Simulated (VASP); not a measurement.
Wanted: the native input for a VASP 6.6.1 run.

| Property | Result |
| --- | --- |
| Task | single point |
| Functional | revPBE |
| Potentials or basis | VASP PAW PBE potentials, release 64 (Ga_d) |
| Cutoff | 520 eV |
| k mesh | 11 × 11 × 11 |
| Occupations | fermi-dirac, width 0.1 eV |
| Spin | no spin polarisation |
| Dipole correction | no |
| Further INCAR settings | ALGO = Normal; EDIFF = 1e-06; NBANDS = 12 |

The structure of Ga lies in POSCAR:

```
Ga
1.0
    2.7502055349      0.0000000000      0.0000000000
    0.0000000000      2.7502055349      0.0000000000
    0.0000000000      0.0000000000      2.7502055349
Ga
1
Direct
    0.0000000000      0.0000000000      0.0000000000
```

One way to write it, as run:

INCAR

```
SYSTEM = Ga
PREC = Accurate
ENCUT = 520
EDIFF = 1E-6
ISMEAR = -1
SIGMA = 0.1
LREAL = .False.
LASPH = .True.
NELM = 80
ALGO = Normal
ISIF = 2
LWAVE = .False.
LCHARG = .False.
GGA = RE
NBANDS = 12
```

KPOINTS

```
Automatic mesh
0
Gamma
  11 11 11
  0 0 0
```

Potentials or basis: VASP PAW PBE potentials, release 64 (Ga_d).

Launch:

```bash
$ cat potpaw_PBE.64/Ga_d/POTCAR > POTCAR
$ mpirun -np 1 vasp_std > vasp.out
```

Results of the run:

```yaml
Pressure: 0.1 GPa
```

Caveat: the PAW data sets were made with another functional, which shifts forces and pressure a little.

It took 4.8 s on 1 thread of Intel(R) Xeon(R) Platinum 8488C (Sapphire Rapids), on a shared host, peak memory 0.12 GiB.
